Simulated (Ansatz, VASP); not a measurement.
One calculation of N, two programs

```
CELL_PARAMETERS angstrom
0.00000 1.58606 1.58606
1.58606 0.00000 1.58606
1.58606 1.58606 0.00000
ATOMIC_POSITIONS crystal
N 0.00000 0.00000 0.00000
```

Change from the starting cell: volume scaled by 1.05, PAW files.

Alike in both runs: task electric field gradients; functional PBE; k mesh 20 × 20 × 20; occupations fermi-dirac, width 0.05 eV; no spin polarisation.

|  | VASP | Ansatz |
| --- | --- | --- |
| version | VASP 6.6.1 | Ansatz 0.2.0 |
| potentials or method | VASP PAW PBE potentials, release 64 (N) | PAW with Ansatz's default frozen-core files, scalar-relativistic |
| plane-wave cutoff (eV) | 520 | 420 |
| valence electrons in the cell | 5 | 5 |

|  | VASP | Ansatz | Ansatz less VASP |
| --- | --- | --- | --- |
| pressure (GPa) | -8.0 | -7.8 | +0.23 |

Ansatz's warnings: negative dielectric reading.
